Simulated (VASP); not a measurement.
Wanted: the native input for a VASP 6.6.1 run.

- Task: single point
- Functional: LDA
- Potentials or basis: VASP PAW LDA potentials, release 64 (Ni)
- Cutoff: 520 eV
- k mesh: 10 × 10 × 6
- Occupations: fermi-dirac, width 0.1 eV
- Spin: collinear spin, ferromagnetic start
- Starting moments: [1.5, 1.5] μB
- Dipole correction: no
- Further INCAR settings: ALGO = Normal; EDIFF = 1e-06; NBANDS = 21

The structure of Ni lies in POSCAR:

```
Ni
1.0
    2.4480230000      0.0000000000      0.0000000000
   -1.2240110000      2.1200500000      0.0000000000
    0.0000000000      0.0000000000      4.0728080000
Ni
2
Direct
    0.3333333333      0.6666666667      0.2500000000
    0.6666666667      0.3333333333      0.7500000000
```

The input as run:

INCAR

```
  PREC = Accurate
  ENCUT = 520
  EDIFF = 1E-6
  ISMEAR = -1
  SIGMA = 0.1
  LREAL = False
  LASPH = True
  NELM = 150
  ALGO = Normal
  ISIF = 2
  LWAVE = False
  LCHARG = True
  ISPIN = 2
  MAGMOM = 1.5 1.5
  LORBIT = 11
  LMAXMIX = 4
  LELF = True
  LVHAR = True
  NBANDS = 21
```

KPOINTS

```
regular mesh
0
Gamma
  10 10 6
```

Potentials or basis: VASP PAW LDA potentials, release 64 (Ni).

Launch:

```sh
$ cat potpaw_LDA.64/Ni/POTCAR > POTCAR
$ mpirun -np 1 vasp_std > vasp.out
```

It gave:

- Pressure: -10.4 GPa
- Net moment: 1.24 μB per cell
- Site moments: Ni +0.62 μB
- Valence electrons inside the program's atomic spheres: Ni 9.37

Run time: 20 s on 1 thread of Intel(R) Xeon(R) 6975P-C (Granite Rapids), on a shared host, peak memory 0.14 GiB.
